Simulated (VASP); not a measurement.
# Cd (R-3m) in VASP: further runs

Aim: see how the results for Cd move with the level of theory and the settings. Levels: PBEsol+D3(BJ), PBE, r2SCAN+rVV10, LDA. Tasks: single point.

Everything below comes from runs of VASP 6.6.1. Logs are shortened: lines on timing, memory, paths and dates and some standing lists are left out, and cuts for length are marked.

## 1. The cell of the first run

The structure is trigonal, space group R-3m (No. 166). Conventional cell: a = 3.216 Å, b = 3.216 Å, c = 7.348 Å, α = 90.00°, β = 90.00°, γ = 120.00°. Cd (site symmetry -3m) has 12 Cd at 3.07 to 3.22 Å within 4.0 Å.

## 2. Single point, PBEsol+D3(BJ)

The input, INCAR:

```
ALGO = Normal
EDIFF = 1E-6
ENCUT = 500
GGA = PS
GGA_COMPAT = False
ISIF = 2
ISMEAR = -1
IVDW = 12
LASPH = True
LCHARG = True
LELF = True
LREAL = False
LVHAR = True
LWAVE = False
NBANDS = 12
NELM = 120
PREC = Accurate
SIGMA = 0.01
```

The input, KPOINTS:

```
k-points
0
Gamma
  10 10 10
```

The input, POSCAR:

```
Cd
1.0
    1.6080291500      0.9283960626      2.4492874100
   -1.6080291500      0.9283960626      2.4492874100
    0.0000000000     -1.8567921252      2.4492874100
Cd
1
Direct
    0.0000000000      0.0000000000      0.0000000000
```

Potentials or basis: VASP PAW PBE potentials, release 64 (Cd).

Command:

```console
cat potpaw_PBE.64/Cd/POTCAR > POTCAR
mpirun -np 1 vasp_std > vasp.out
```

OUTCAR:

```text
EDIFF = 1E-6
   ENCUT = 500
   GGA = PS
   ISIF = 2
   ISMEAR = -1
   IVDW = 12
   LASPH = True
   LREAL = False
   NELM = 120
   PREC = Accurate
 IVDW          = 12

 ion  position               nearest neighbor table
   1  0.000  0.000  0.000-

  LATTYP: Found a trigonal (rhomboedric) cell.
 ALAT       =     3.0735461300
 COS(alpha) =     0.4525576909

  Lattice vectors:

 A1 = (   1.6080291500,   0.9283960626,   2.4492874100)
 A2 = (  -1.6080291500,   0.9283960626,   2.4492874100)
 A3 = (   0.0000000000,  -1.8567921252,   2.4492874100)

Analysis of symmetry for initial positions (statically):
=====================================================================
 Subroutine PRICEL returns:
 Original cell was already a primitive cell.

 Routine SETGRP: Setting up the symmetry group for a
 trigonal (rhombohedral) supercell.

 Subroutine GETGRP returns: Found 12 space group operations
 (whereof 12 operations were pure point group operations)
 out of a pool of 12 trial point group operations.

The static configuration has the point symmetry D_3d.

Analysis of symmetry for dynamics (positions and initial velocities):
=====================================================================
 Subroutine PRICEL returns:
 Original cell was already a primitive cell.

 Routine SETGRP: Setting up the symmetry group for a
 trigonal (rhombohedral) supercell.

 Subroutine GETGRP returns: Found 12 space group operations
 (whereof 12 operations were pure point group operations)
 out of a pool of 12 trial point group operations.

The dynamic configuration has the point symmetry D_3d.

 Subroutine INISYM returns: Found 12 space group operations
 (whereof 12 operations are pure point group operations),
 and found     1 'primitive' translations

----------------------------------------------------------------------------------------

                                     Primitive cell

  volume of cell :      21.9391

  direct lattice vectors                    reciprocal lattice vectors
     1.608029150  0.928396063  2.449287410     0.310939637  0.179521083  0.136094005
    -1.608029150  0.928396063  2.449287410    -0.310939637  0.179521083  0.136094005
     0.000000000 -1.856792125  2.449287410     0.000000000 -0.359042166  0.136094005

  length of vectors
     3.073546130  3.073546130  3.073546130     0.383969862  0.383969862  0.383969862

  position of ions in fractional coordinates (direct lattice)
     0.000000000  0.000000000  0.000000000

  ion indices of the primitive-cell ions
   primitive index   ion index
                 1           1

----------------------------------------------------------------------------------------

 KPOINTS: k-points

Automatic generation of k-mesh.
 Grid dimensions read from file:
 generate k-points for:   10   10   10

 Generating k-lattice:

  Cartesian coordinates                     Fractional coordinates (reciprocal lattice)
     0.031093964  0.017952108  0.013609401     0.100000000  0.000000000  0.000000000
    -0.031093964  0.017952108  0.013609401     0.000000000  0.100000000  0.000000000
     0.000000000 -0.035904217  0.013609401     0.000000000  0.000000000  0.100000000

  Length of vectors
     0.038396986  0.038396986  0.038396986

  Shift w.r.t. Gamma in fractional coordinates (k-lattice)
     0.000000000  0.000000000  0.000000000

 Subroutine IBZKPT returns following result:
 ===========================================

 Found    116 irreducible k-points:

 Following reciprocal coordinates:
            Coordinates               Weight
  0.000000  0.000000  0.000000      1.000000
  0.100000 -0.000000 -0.000000      6.000000
  0.200000 -0.000000 -0.000000      6.000000
  0.300000 -0.000000  0.000000      6.000000
  0.400000 -0.000000 -0.000000      6.000000
  0.500000 -0.000000 -0.000000      3.000000
[... 16 lines left out ...]
  0.300000  0.300000  0.000000      6.000000
  0.400000  0.300000 -0.000000     12.000000
 [... further k-points ...]
   k-points           NKPTS =    116   k-points in BZ     NKDIM =    116   number of bands    NBANDS=     12
   number of dos      NEDOS =    301   number of ions     NIONS =      1
   total plane-waves  NPLWV =  13824
   dimension x,y,z NGX =    24 NGY =   24 NGZ =   24
   dimension x,y,z NGXF=    48 NGYF=   48 NGZF=   48
   ions per type =               1
   NGX,Y,Z   is equivalent  to a cutoff of  12.98, 12.98, 12.98 a.u.
   NGXF,Y,Z  is equivalent  to a cutoff of  25.96, 25.96, 25.96 a.u.
 SYSTEM =  unknown system
   PREC   = accura    normal or accurate (medium, high low for compatibility)
   ISTART =      0    job   : 0-new  1-cont  2-samecut
   ICHARG =      2    charge: 1-file 2-atom 10-const
   ISPIN  =      1    spin polarized calculation?
   LNONCOLLINEAR =      F non collinear calculations
   LSORBIT =      F    spin-orbit coupling
   LASPH  =      T    aspherical Exc in radial PAW
   ENCUT  =  500.0 eV  36.75 Ry    6.06 a.u.   5.60  5.60  5.60*2*pi/ulx,y,z
   NELM   =    120;   NELMIN=  2; NELMDL= -5     # of ELM steps
   EDIFF  = 0.1E-05   stopping-criterion for ELM
   LREAL  =      F    real-space projection
   EDIFFG = 0.1E-04   stopping-criterion for IOM
   NSW    =      0    number of steps for IOM
   IBRION =     -1    ionic relax: 0-MD 1-quasi-New 2-CG
   NFREE  =      0    steps in history (QN), initial steepest desc. (CG)
   ISIF   =      2    stress and relaxation
   ISYM   =      2    0-nonsym 1-usesym 2-fastsym
   POTIM  = 0.5000    time-step for ionic-motion
   TEBEG  =    0.0;   TEEND  =   0.0 temperature during run
   PSTRESS=    0.0 pullay stress
   NELECT =      12.0000    total number of electrons
   NUPDOWN=      -1.0000    fix difference up-down
   EMIN   =  10.00;   EMAX   =-10.00  energy-range for DOS
   EFERMI =   0.00;   METHOD = LEGACY
   ISMEAR =    -1;   SIGMA  =   0.01  broadening in eV -4-tet -1-fermi 0-gaus
   EFERMI_NEDOS =   21; number of points for ismear=-14 and -15
   IALGO  =     38    algorithm
   IMIX   =      4    mixing-type and parameters
     AMIX     =   0.40;   BMIX     =  1.00
     AMIX_MAG =   1.60;   BMIX_MAG =  1.00
  volume/ion in A,a.u.               =      21.94       148.05
  Fermi-wavevector in a.u.,A,eV,Ry     =   1.338842  2.530044 24.388398  1.792497
  Thomas-Fermi vector in A             =   2.467280
   LORBIT       =      0    0 simple, 1 ext, 2 COOP (PROOUT), +10 PAW based schemes
   GGA     = PS    functional components
   LHFCALC =     F    Hartree Fock is set to
   AEXX    =    0.0000 exact exchange contribution
   IVDW    =    12    specifies the selected vdW correction
   LEPSILON=     F    determine dielectric tensor
   LRPA    =     F    only Hartree local field effects (RPA)
 non-spin polarized calculation
  energy-cutoff  :      500.00
  volume of cell :       21.94
 maximum number of plane-waves:       574
   NGX = 11   NGY = 11   NGZ = 11

 number of electron      11.9999997 magnetization

 Free energy of the ion-electron system (eV)
  ---------------------------------------------------
  ext. energy  EPLUGINS =         0.00000000
  ---------------------------------------------------
  free energy    TOTEN  =        -1.18487186 eV

  energy without entropy =       -1.18470869  energy(sigma->0) =       -1.18479028

 E-fermi :   2.5657     XC(G=0): -11.1333

 val. band max:        2.5650402904   @ k =   0.5000   0.1000   0.1000
 cond. band min:       2.7560542921   @ k =  -0.4000   0.1000   0.0000
 fundamental gap:      0.1910140018
 Fermi energy:         2.5656524228

 k-point     1 :       0.0000    0.0000    0.0000
  band No.  band energies     occupation
      1      -6.5371      2.00000
      2      -6.5371      2.00000
      3      -6.3384      2.00000
      4      -6.1308      2.00000
      5      -5.9694      2.00000
      6      -5.9694      2.00000
      7      16.0898      0.00000
      8      16.7297      0.00000
      9      16.7297      0.00000
     10      19.5707      0.00000
     11      20.2402      0.00000
     12      20.2402      0.00000

 k-point     2 :       0.1000   -0.0000   -0.0000
  band No.  band energies     occupation
      1      -6.5540      2.00000
      2      -6.5137      2.00000
      3      -6.2959      2.00000
      4      -5.9773      2.00000
      5      -5.9737      2.00000
      6      -5.8789      2.00000
      7      13.9305      0.00000
      8      16.2465      0.00000
      9      16.4759      0.00000
     10      19.0593      0.00000
     11      20.7897      0.00000
     12      20.9332      0.00000

 k-point     3 :       0.2000   -0.0000   -0.0000
  band No.  band energies     occupation
      1      -6.6575      2.00000
      2      -6.4817      2.00000
      3      -6.2252      2.00000
      4      -5.9521      2.00000
      5      -5.9426      2.00000
      6      -5.0676      2.00000
      7      10.2181      0.00000
      8      15.9849      0.00000
      9      16.0653      0.00000
     10      18.2876      0.00000
     11      20.7693      0.00000
     12      21.3067      0.00000
[... 286 lines left out ...]
 k-point    23 :       0.3000    0.3000    0.0000
  band No.  band energies     occupation
      1      -6.8848      2.00000
      2      -6.6529      2.00000
      3      -5.9048      2.00000
      4      -5.8508      2.00000
      5      -5.7603      2.00000
      6      -2.8705      2.00000
      7      10.4964      0.00000
      8      10.9962      0.00000
      9      11.8693      0.00000
     10      13.5273      0.00000
     11      15.0825      0.00000
     12      26.8465      0.00000

 k-point    24 :       0.4000    0.3000   -0.0000
  band No.  band energies     occupation
      1      -6.9472      2.00000
      2      -6.7387      2.00000
      3      -5.8390      2.00000
      4      -5.8372      2.00000
      5      -5.6301      2.00000
      6      -1.5083      2.00000
      7       7.8788      0.00000
      8       9.2023      0.00000
      9      11.3445      0.00000
     10      14.8147      0.00000
     11      15.0805      0.00000
     12      26.1562      0.00000

 [... further k-points ...]

------------------------ aborting loop because EDIFF is reached ----------------------------------------

 Edisp (eV)   -0.40784

 E8    (eV) :    -0.2729

  FORCE on cell =-STRESS in cart. coord.  units (eV):
  Direction    XX          YY          ZZ          XY          YZ          ZX
  --------------------------------------------------------------------------------------
  -------------------------------------------------------------------------------------
  Total      -0.71201    -0.71201    -0.62833     0.00000     0.00000     0.00000
  in kB     -51.99736   -51.99736   -45.88613     0.00000     0.00000     0.00000
  external pressure =      -49.96 kB  Pullay stress =        0.00 kB

 VOLUME and BASIS-vectors are now :
 -----------------------------------------------------------------------------
  energy-cutoff  :      500.00
  volume of cell :       21.94
      direct lattice vectors                 reciprocal lattice vectors
     1.608029150  0.928396063  2.449287410     0.310939637  0.179521083  0.136094005
    -1.608029150  0.928396063  2.449287410    -0.310939637  0.179521083  0.136094005
     0.000000000 -1.856792125  2.449287410     0.000000000 -0.359042166  0.136094005

 POSITION                                       TOTAL-FORCE (eV/Angst)
 -----------------------------------------------------------------------------------
      0.00000      0.00000      0.00000         0.000000      0.000000     -0.000000
 -----------------------------------------------------------------------------------
    total drift:                                0.000000     -0.000000      0.000000

  FREE ENERGIE OF THE ION-ELECTRON SYSTEM (eV)
  ---------------------------------------------------
  free  energy   TOTEN  =        -1.5927166638 eV

  energy  without entropy=       -1.5925534909  energy(sigma->0) =       -1.59263508
```

Run time: 14 s. Hardware: 1 thread of Intel Xeon Platinum 8259CL at 2.50GHz (Skylake/Cascade Lake), shared host; peak memory 0.16 GiB.

Results:

```
Free energy                : -1.5927 eV
Pressure                   : -5.0 GPa
Band gap on the k mesh     : zero (bands 6 and 7 overlap by 2.89 eV)
Dispersion energy per atom : -0.408 eV
```

Stress tensor (GPa, compression positive):
```
-5.20  0.00  0.00
 0.00 -5.20  0.00
 0.00  0.00 -4.59
```

Levels at points of the mesh, in eV from the Fermi level:
| k point | band 2 | band 3 | band 4 | band 5 | band 6 | band 7 | band 8 | band 9 | band 10 | band 11 |
| --- | --- | --- | --- | --- | --- | --- | --- | --- | --- | --- |
| (0.00, 0.00, 0.00) | -9.10 | -8.90 | -8.70 | -8.54 | -8.54 | 13.52 | 14.16 | 14.16 | 17.01 | 17.67 |
| (0.50, 0.00, 0.00) | -9.13 | -8.86 | -8.27 | -8.14 | -2.39 | -1.56 | 12.49 | 12.58 | 14.03 | 16.31 |
| (0.50, 0.50, 0.00) | -9.57 | -8.23 | -8.10 | -8.05 | -0.76 | 1.42 | 6.06 | 7.59 | 10.36 | 11.88 |
| (0.50, 0.50, 0.50) | -9.03 | -9.03 | -8.13 | -8.13 | -1.89 | -0.42 | 11.49 | 11.49 | 12.41 | 15.59 |

Caveat: the cell stands under tension; the PAW data sets were made with another functional, which shifts forces and pressure a little.

## 3. Single point, PBE

The input, INCAR:

```
PREC = Accurate ; ENCUT = 500
EDIFF = 1E-6 ; ISMEAR = -5
SIGMA = 0.05 ; LREAL = F
LASPH = T ; NELM = 120
ALGO = Normal ; ISIF = 2
LWAVE = F ; LCHARG = F
GGA = PE ; NBANDS = 12
GGA_COMPAT = F
```

The input, KPOINTS:

```
regular mesh
0
Gamma
  10 10 10
```

POSCAR is that of step 2.

Potentials or basis: VASP PAW PBE potentials, release 64 (Cd).

Command:

```console
cat potpaw_PBE.64/Cd/POTCAR > POTCAR
mpirun -np 1 vasp_std > vasp.out
```

Wall time 13 s (1 thread of Intel Xeon Platinum 8259CL at 2.50GHz (Skylake/Cascade Lake), shared host); peak memory 0.15 GiB.

It converged, with:

```yaml
Free_energy: -0.7315 eV
Pressure: 2.1 GPa
Band_gap_on_the_k_mesh: zero (bands 6 and 7 overlap by 2.90 eV)
```

Stress tensor (GPa, compression positive):
```
2.41 0.00 0.00
0.00 2.41 0.00
0.00 0.00 1.59
```

Levels at points of the mesh, in eV from the Fermi level:
| k point | band 2 | band 3 | band 4 | band 5 | band 6 | band 7 | band 8 | band 9 | band 10 | band 11 |
| --- | --- | --- | --- | --- | --- | --- | --- | --- | --- | --- |
| (0.00, 0.00, 0.00) | -9.20 | -8.99 | -8.70 | -8.64 | -8.64 | 13.51 | 14.17 | 14.17 | 17.02 | 17.66 |
| (0.50, 0.00, 0.00) | -9.23 | -8.96 | -8.38 | -8.24 | -2.39 | -1.57 | 12.50 | 12.59 | 14.04 | 16.30 |
| (0.50, 0.50, 0.00) | -9.66 | -8.34 | -8.20 | -8.16 | -0.75 | 1.42 | 6.08 | 7.60 | 10.35 | 11.86 |
| (0.50, 0.50, 0.50) | -9.13 | -9.13 | -8.23 | -8.23 | -1.88 | -0.42 | 11.51 | 11.51 | 12.40 | 15.58 |

Caveat: tetrahedron occupations give inexact forces and stress in metals.

## 4. Single point, r2SCAN+rVV10 (25.23 Å³/atom)

This run uses another cell than the first one, of 25.23 Å³/atom.

The input, POSCAR:

```
Cd
1.0
    1.6847153450      0.9726708579      2.5660928333
   -1.6847153450      0.9726708579      2.5660928333
    0.0000000000     -1.9453417159      2.5660928333
Cd
1
Direct
    0.0000000000      0.0000000000      0.0000000000
```

The input, INCAR.step1:

```
PREC = Accurate ; ENCUT = 550
ISMEAR = -5 ; SIGMA = 0.05
LREAL = F ; LASPH = T
NELM = 120 ; NBANDS = 12
GGA = PE ; ALGO = Normal
EDIFF = 1E-5 ; LWAVE = T
LCHARG = F ; GGA_COMPAT = F
```

The input, INCAR.step2:

```
PREC = Accurate ; ENCUT = 550
EDIFF = 1E-6 ; ISMEAR = -5
SIGMA = 0.05 ; LREAL = F
LASPH = T ; NELM = 120
ALGO = Normal ; ISIF = 2
LWAVE = F ; LCHARG = F
METAGGA = R2SCAN ; LMIXTAU = T
LUSE_VDW = T ; IVDW_NL = 2
BPARAM = 11.95 ; CPARAM = 0.0093
NBANDS = 12 ; ISTART = 1
GGA_COMPAT = F
```

KPOINTS is that of step 3.

Command:

```console
cat potpaw_PBE.64/Cd/POTCAR > POTCAR
cp INCAR.step1 INCAR
mpirun -np 1 vasp_std > vasp.out
cp INCAR.step2 INCAR
mpirun -np 1 vasp_std > vasp.out
```

Run time: 2.1 min. Hardware: 1 thread of Intel Xeon Platinum 8488C (Sapphire Rapids), shared host; peak memory 0.28 GiB.

The run converged. Its results:

- Free energy: -19.6257 eV
- Pressure: -6.0 GPa
- Band gap on the k mesh: zero (bands 6 and 7 overlap by 3.03 eV)

Stress tensor (GPa, compression positive):
```
-5.33  0.00  0.00
 0.00 -5.33  0.00
 0.00  0.00 -7.48
```

Levels at points of the mesh, in eV from the Fermi level:
```tsv
k point	band 3	band 4	band 5	band 6	band 7	band 8	band 9	band 10
(0.00, 0.00, 0.00)	-9.09	-8.85	-8.85	-8.06	13.39	13.48	13.48	16.35
(0.50, 0.00, 0.00)	-9.08	-8.66	-8.53	-1.91	-1.78	11.89	12.24	13.83
(0.50, 0.50, 0.00)	-8.63	-8.51	-8.47	-0.50	1.08	5.95	7.43	9.78
(0.50, 0.50, 0.50)	-9.22	-8.53	-8.53	-1.53	-0.61	10.90	10.90	12.62
```

Caveat: the cell stands under tension; the PAW data sets were made with another functional, which shifts forces and pressure a little; tetrahedron occupations give inexact forces and stress in metals.

## 5. Single point, LDA, non-collinear spin, zero start, spin-orbit coupling

The input, INCAR:

```
SYSTEM = Cd
PREC = Accurate ; ENCUT = 500
EDIFF = 1E-6 ; ISMEAR = -1
SIGMA = 0.01 ; LREAL = .FALSE.
LASPH = .TRUE. ; NELM = 200
ALGO = Normal ; ISIF = 2
LWAVE = .FALSE. ; LCHARG = .FALSE.
MAGMOM = 0 0 0 ; LORBIT = 11
LSORBIT = .TRUE. ; GGA_COMPAT = .FALSE.
LORBMOM = .TRUE. ; GGA = CA
NBANDS = 23
```

The input, KPOINTS:

```
regular mesh
0
G
  10 10 10
  0 0 0
```

The input, POSCAR:

```
Cd
1.0
    1.6080291500      0.9283960626      2.4492874100
   -1.6080291500      0.9283960626      2.4492874100
    0.0000000000     -1.8567921252      2.4492874100
Cd
1
Direct
    0.0000000000      0.0000000000      0.0000000000
```

Potentials or basis: VASP PAW LDA potentials, release 64 (Cd).

Command:

```console
cat potpaw_LDA.64/Cd/POTCAR > POTCAR
mpirun -np 1 vasp_ncl > vasp.out
```

Wall time 64 s (1 thread of Intel Xeon Platinum 8488C (Sapphire Rapids), shared host); peak memory 0.22 GiB.

The run converged. Its results:

```
Free energy                                           : -1.5106 eV
Pressure                                              : -4.6 GPa
Net moment                                            : 0.00 μB per cell
Valence electrons inside the program's atomic spheres : Cd 10.31
```

Stress tensor (GPa, compression positive):
```
-4.67  0.00  0.00
 0.00 -4.67  0.00
 0.00  0.00 -4.39
```

Moments on the atoms (μB; x, y, z):
```
Cd  0.00 0.00 0.00
```

Caveat: the cell stands under tension.

## 6. Summary

| level | potentials or basis | spin | cell | cutoff (eV) | smearing | gap on the mesh (eV) | pressure (GPa) |
| --- | --- | --- | --- | --- | --- | --- | --- |
| PBEsol+D3(BJ) | VASP PAW PBE potentials, release 64 (Cd) | off | a = 3.074 Å, angles 63.1°, 1 atom | 500 | fermi-dirac 0.01 eV | none | -5.0 |
| PBE | VASP PAW PBE potentials, release 64 (Cd) | off | a = 3.074 Å, angles 63.1°, 1 atom | 500 | tetrahedron | none | 2.1 |
| r2SCAN+rVV10 | VASP PAW PBE potentials, release 64 (Cd) | off | a = 3.220 Å, angles 63.1°, 1 atom | 550 | tetrahedron | none | -6.0 |
| LDA | VASP PAW LDA potentials, release 64 (Cd) | non-collinear, zero start, SOC | a = 3.074 Å, angles 63.1°, 1 atom | 500 | fermi-dirac 0.01 eV | - | -4.6 |

Alike in all rows: task single point; k mesh 10 × 10 × 10.

Caveats: the cell stands under tension (at least some runs); the PAW data sets were made with another functional, which shifts forces and pressure a little (at least some runs); tetrahedron occupations give inexact forces and stress in metals (at least some runs).

Absolute energies hang on the potentials; compare differences alone.
